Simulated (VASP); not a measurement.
# TaMo2Au2 (P-3m1) in VASP: a series of runs, part 2 of 2

VASP 6.6.1. The steps go on from the part before.

### Step 6. Relaxation of cell and atoms, PBE

Input file INCAR:

```
PREC = Accurate ; ENCUT = 600
EDIFF = 1E-7 ; ISMEAR = 0
SIGMA = 0.1 ; LREAL = F
LASPH = T ; NELM = 80
ALGO = Fast ; ISIF = 3
LWAVE = F ; LCHARG = F
GGA = PE ; IBRION = 2
NSW = 100 ; EDIFFG = -0.01
```

Input file KPOINTS:

```
Automatic mesh
0
Gamma
  12 12 4
```

Input file POSCAR:

```
TaMo2Au2
1.0
    3.0050742308      0.0000000000      0.0000000000
   -1.5025371154      2.6024706241      0.0000000000
    0.0000000000      0.0000000000     11.2196049268
Ta Mo Au
1 2 2
Direct
    0.0000000000      0.0000000000      0.0000000000
    0.6666666667      0.3333333333      0.4193900312
    0.3333333333      0.6666666667      0.5806099688
    0.6666666667      0.3333333333      0.7921992354
    0.3333333333      0.6666666667      0.2078007646
```

Potentials or basis: VASP PAW PBE potentials, release 64 (Ta_pv, Mo_sv, Au).

Launch:

```
$ cat potpaw_PBE.64/Ta_pv/POTCAR potpaw_PBE.64/Mo_sv/POTCAR potpaw_PBE.64/Au/POTCAR > POTCAR
$ mpirun -np 1 vasp_std > vasp.out
```

OUTCAR:

```text
PREC = Accurate
   ENCUT = 600
   EDIFF = 1E-7
   ISMEAR = 0
   LREAL = F
   LASPH = T
   NELM = 80
   ISIF = 3
   GGA = PE
   IBRION = 2
   NSW = 100
   EDIFFG = -0.01

 ion  position               nearest neighbor table
   1  0.000  0.000  0.000-   4 2.91   5 2.91   5 2.91   4 2.91   4 2.91   5 2.91
   2  0.667  0.333  0.419-   3 2.51   3 2.51   3 2.51   5 2.94   5 2.94   5 2.94
   3  0.333  0.667  0.581-   2 2.51   2 2.51   2 2.51   4 2.94   4 2.94   4 2.94
   4  0.667  0.333  0.792-   1 2.91   1 2.91   1 2.91   3 2.94   3 2.94   3 2.94
   5  0.333  0.667  0.208-   1 2.91   1 2.91   1 2.91   2 2.94   2 2.94   2 2.94

  LATTYP: Found a hexagonal cell.
 ALAT       =     3.0050742308
 C/A-ratio  =     3.7335533385

  Lattice vectors:

 A1 = (   3.0050742308,   0.0000000000,   0.0000000000)
 A2 = (  -1.5025371154,   2.6024706241,   0.0000000000)
 A3 = (   0.0000000000,   0.0000000000,  11.2196049268)

Analysis of symmetry for initial positions (statically):
=====================================================================
 Subroutine PRICEL returns:
 Original cell was already a primitive cell.

 Routine SETGRP: Setting up the symmetry group for a
 hexagonal supercell.

 Subroutine GETGRP returns: Found 12 space group operations
 (whereof 12 operations were pure point group operations)
 out of a pool of 24 trial point group operations.

The static configuration has the point symmetry D_3d.

Analysis of symmetry for dynamics (positions and initial velocities):
=====================================================================
 Subroutine PRICEL returns:
 Original cell was already a primitive cell.

 Routine SETGRP: Setting up the symmetry group for a
 hexagonal supercell.

 Subroutine GETGRP returns: Found 12 space group operations
 (whereof 12 operations were pure point group operations)
 out of a pool of 24 trial point group operations.

The dynamic configuration has the point symmetry D_3d.

 Subroutine INISYM returns: Found 12 space group operations
 (whereof 12 operations are pure point group operations),
 and found     1 'primitive' translations

----------------------------------------------------------------------------------------

                                     Primitive cell

  volume of cell :      87.7442

  direct lattice vectors                    reciprocal lattice vectors
     3.005074231  0.000000000  0.000000000     0.332770482  0.192125127  0.000000000
    -1.502537115  2.602470624  0.000000000     0.000000000  0.384250255  0.000000000
     0.000000000  0.000000000 11.219604927     0.000000000  0.000000000  0.089129698

  length of vectors
     3.005074231  3.005074231 11.219604927     0.384250255  0.384250255  0.089129698

  position of ions in fractional coordinates (direct lattice)
     0.000000000  0.000000000  0.000000000
     0.666666667  0.333333333  0.419390031
     0.333333333  0.666666667  0.580609969
     0.666666667  0.333333333  0.792199235
     0.333333333  0.666666667  0.207800765

  ion indices of the primitive-cell ions
   primitive index   ion index
                 1           1
                 2           2
[... 29 lines left out ...]

 Following reciprocal coordinates:
            Coordinates               Weight
  0.000000  0.000000  0.000000      1.000000
  0.083333 -0.000000  0.000000      6.000000
  0.166667  0.000000  0.000000      6.000000
  0.250000 -0.000000  0.000000      6.000000
  0.333333 -0.000000  0.000000      6.000000
  0.416667 -0.000000  0.000000      6.000000
[... 16 lines left out ...]
  0.166667  0.000000  0.250000      6.000000
  0.000000  0.166667  0.250000      6.000000
 [... further k-points ...]
   k-points           NKPTS =     69   k-points in BZ     NKDIM =     69   number of bands    NBANDS=     36
   number of dos      NEDOS =    301   number of ions     NIONS =      5
   total plane-waves  NPLWV =  51840
   dimension x,y,z NGX =    24 NGY =   24 NGZ =   90
   dimension x,y,z NGXF=    48 NGYF=   48 NGZF=  180
   ions per type =               1   2   2
   NGX,Y,Z   is equivalent  to a cutoff of  13.28, 13.28, 13.34 a.u.
   NGXF,Y,Z  is equivalent  to a cutoff of  26.55, 26.55, 26.67 a.u.
 SYSTEM =  unknown system
   PREC   = accura    normal or accurate (medium, high low for compatibility)
   ISTART =      0    job   : 0-new  1-cont  2-samecut
   ICHARG =      2    charge: 1-file 2-atom 10-const
   ISPIN  =      1    spin polarized calculation?
   LNONCOLLINEAR =      F non collinear calculations
   LSORBIT =      F    spin-orbit coupling
   LASPH  =      T    aspherical Exc in radial PAW
   ENCUT  =  600.0 eV  44.10 Ry    6.64 a.u.   6.00  6.00 22.41*2*pi/ulx,y,z
   NELM   =     80;   NELMIN=  2; NELMDL= -5     # of ELM steps
   EDIFF  = 0.1E-06   stopping-criterion for ELM
   LREAL  =      F    real-space projection
   EDIFFG = -.1E-01   stopping-criterion for IOM
   NSW    =    100    number of steps for IOM
   IBRION =      2    ionic relax: 0-MD 1-quasi-New 2-CG
   NFREE  =      1    steps in history (QN), initial steepest desc. (CG)
   ISIF   =      3    stress and relaxation
   ISYM   =      2    0-nonsym 1-usesym 2-fastsym
   POTIM  = 0.5000    time-step for ionic-motion
   TEBEG  =    0.0;   TEEND  =   0.0 temperature during run
   PSTRESS=    0.0 pullay stress
   NELECT =      61.0000    total number of electrons
   NUPDOWN=      -1.0000    fix difference up-down
   EMIN   =  10.00;   EMAX   =-10.00  energy-range for DOS
   EFERMI =   0.00;   METHOD = LEGACY
   ISMEAR =     0;   SIGMA  =   0.10  broadening in eV -4-tet -1-fermi 0-gaus
   EFERMI_NEDOS =   21; number of points for ismear=-14 and -15
   IALGO  =     68    algorithm
   IMIX   =      4    mixing-type and parameters
     AMIX     =   0.40;   BMIX     =  1.00
     AMIX_MAG =   1.60;   BMIX_MAG =  1.00
  volume/ion in A,a.u.               =      17.55       118.43
  Fermi-wavevector in a.u.,A,eV,Ry     =   1.450258  2.740590 28.616426  2.103248
  Thomas-Fermi vector in A             =   2.567891
   LORBIT       =      0    0 simple, 1 ext, 2 COOP (PROOUT), +10 PAW based schemes
   GGA     = PE    functional components
   LHFCALC =     F    Hartree Fock is set to
   AEXX    =    0.0000 exact exchange contribution
   IVDW    =     0    specifies the selected vdW correction
   LEPSILON=     F    determine dielectric tensor
   LRPA    =     F    only Hartree local field effects (RPA)
 conjugate gradient relaxation of ions
 non-spin polarized calculation
 RMM-DIIS sequential band-by-band and
 Gauss-broadening in eV      SIGMA  =   0.10
  energy-cutoff  :      600.00
  volume of cell :       87.74
 maximum number of plane-waves:      2988
   NGX = 13   NGY = 13   NGZ = 45

--------------------------------------- Ionic step        1  -------------------------------------------

 number of electron      60.9999997 magnetization

 Free energy of the ion-electron system (eV)
  ---------------------------------------------------
  ext. energy  EPLUGINS =         0.00000000
  ---------------------------------------------------
  free energy    TOTEN  =       -39.03572961 eV

  energy without entropy =      -39.01450574  energy(sigma->0) =      -39.02511768

------------------------ aborting loop because EDIFF is reached ----------------------------------------

  FORCE on cell =-STRESS in cart. coord.  units (eV):
  Direction    XX          YY          ZZ          XY          YZ          ZX
  --------------------------------------------------------------------------------------
  -------------------------------------------------------------------------------------
  Total       -0.3317206     -0.3317206      0.4763549      0.0000000      0.0000000      0.0000000
  in kB       -6.0570950     -6.0570950      8.6980650      0.0000000      0.0000000      0.0000000
  external PRESSURE =      -1.1387083 kB  Pullay stress =       0.0000000 kB
[... 182 lines left out ...]
--------------------------------------- Ionic step        6  -------------------------------------------

 number of electron      60.9999997 magnetization

 Free energy of the ion-electron system (eV)
  ---------------------------------------------------
  ext. energy  EPLUGINS =         0.00000000
  ---------------------------------------------------
  free energy    TOTEN  =       -39.04061700 eV

  energy without entropy =      -39.02113030  energy(sigma->0) =      -39.03087365

 E-fermi :   9.2749     XC(G=0): -12.6592

 val. band max:        9.2696221441   @ k =   0.0833  -0.0000   0.5000
 cond. band min:       9.2784887696   @ k =   0.2500   0.2500   0.5000
 fundamental gap:      0.0088666255
 Fermi energy:         9.2748533220

 k-point     1 :       0.0000    0.0000    0.0000
  band No.  band energies     occupation
      1     -51.5813      2.00000
      2     -51.1792      2.00000
      3     -26.2012      2.00000
      4     -25.5820      2.00000
      5     -25.3478      2.00000
      6     -25.3478      2.00000
[... 925 lines left out ...]
     35      10.8411      0.00000
     36      11.1458      0.00000

 [... further k-points ...]
[... 5 lines left out ...]
  --------------------------------------------------------------------------------------
  -------------------------------------------------------------------------------------
  Total        0.0067641      0.0067641     -0.0036123      0.0000000      0.0000000     -0.0000000
  in kB        0.1240431      0.1240431     -0.0662445      0.0000000      0.0000000     -0.0000000
  external PRESSURE =       0.0606139 kB  Pullay stress =       0.0000000 kB
[... 20 lines left out ...]
  FREE ENERGIE OF THE ION-ELECTRON SYSTEM (eV)
  ---------------------------------------------------
  free  energy   TOTEN  =       -39.0406170014 eV

  energy  without entropy=      -39.0211302992  energy(sigma->0) =      -39.03087365

 reached required accuracy - stopping structural energy minimisation
```

Run time: 11 min. Hardware: 1 thread of AMD EPYC 9R45 (Zen 5), shared host; peak memory 0.39 GiB.

What came out:

* Free energy: -39.0406 eV
* Relaxed volume: 17.47 Å³/atom
* Relaxed cell: a = 2.990 Å, b = 2.990 Å, c = 11.287 Å, α = 90.00°, β = 90.00°, γ = 120.00°
* Space group after relaxing (to 0.1 Å): P-3m1 (No. 164)
* Energy gained by relaxing: 1.0 meV/atom
* Ionic steps: 6
* Pressure after relaxing: 0.0 GPa
* Largest force after relaxing: 0.009 eV/Å
* Band gap on the k mesh: zero (an odd number of electrons rules out a gap without spin polarisation)

Forces on the atoms (eV/Å):
```
Ta   0.000  0.000  0.000
Mo   0.000  0.000 -0.004
Mo   0.000  0.000  0.004
Au   0.000  0.000  0.009
Au   0.000  0.000 -0.009
```

Step by step:
```csv
step,energy change (eV),largest force (eV/Å),pressure (GPa),volume (Å³)
1,0.0000,0.1390,-0.11,87.74
2,-0.0043,0.0359,-0.27,87.58
3,-0.0047,0.0126,-0.31,87.53
4,-0.0047,0.0170,-0.32,87.52
5,-0.0041,0.0489,0.73,87.03
6,-0.0049,0.0085,0.01,87.37
```

Final structure:
```yaml
crystal:
  lattice:
    - [2.98961, 0.00000, 0.00000]
    - [-1.49481, 2.58908, 0.00000]
    - [0.00000, 0.00000, 11.28727]
  atoms:
    - { symbol: Ta, position: [0.00000, 0.00000, 0.00000] }
    - { symbol: Mo, position: [0.66667, 0.33333, 0.41855] }
    - { symbol: Mo, position: [0.33333, 0.66667, 0.58145] }
    - { symbol: Au, position: [0.66667, 0.33333, 0.79226] }
    - { symbol: Au, position: [0.33333, 0.66667, 0.20774] }
```

Caveat: spin-orbit coupling is left out, which moves the levels of the heavy elements.

### Step 7. The runs side by side

```csv
task,cell,k mesh,cutoff (eV),gap on the mesh (eV),pressure (GPa),relaxed volume (Å³/atom),largest force (eV/Å)
single point,"a = 3.005, b = 3.005, c = 11.220 Å, angles 90.0, 90.0, 120.0°, 5 atoms, atomic positions A",6 × 6 × 4,520,none,0.1,-,0.11
single point,"a = 4.165, b = 4.165, c = 6.891 Å, angles 90.0, 90.0, 120.0°, 5 atoms, atomic positions B",6 × 6 × 4,520,none,3.5,-,4.08
single point,"a = 2.990, b = 2.990, c = 11.285 Å, angles 90.0, 90.0, 120.0°, 5 atoms, atomic positions C",12 × 12 × 4,520,none,0.1,-,0.07
relaxation of cell and atoms,"relaxed from a = 4.165, b = 4.165, c = 6.891 Å, angles 90.0, 90.0, 120.0°, 5 atoms, atomic positions B",6 × 6 × 4,600,none,0.0,19.01,0.03
relaxation of cell and atoms,"relaxed from a = 3.005, b = 3.005, c = 11.220 Å, angles 90.0, 90.0, 120.0°, 5 atoms, atomic positions A",12 × 12 × 4,600,none,0.0,17.47,0.01
```

Alike in all rows: level PBE; potentials or basis VASP PAW PBE potentials, release 64 (Ta_pv, Mo_sv, Au); no spin polarisation; smearing gaussian 0.1 eV.

Caveats: some runs use coarse meshes; spin-orbit coupling is left out, which moves the levels of the heavy elements; the cell stands under pressure (at least some runs); forces of over 1 eV/Å act on the atoms, so gaps and moduli don't describe the material at rest (at least some runs); a cell axis changed by over 15 % at a fixed basis, so the end point is rough (at least some runs).

Total energies depend on the potentials used, so only differences within one code and one set of settings carry meaning.

The gap in the log of VASP goes by the Fermi energy; the results here count the filled bands.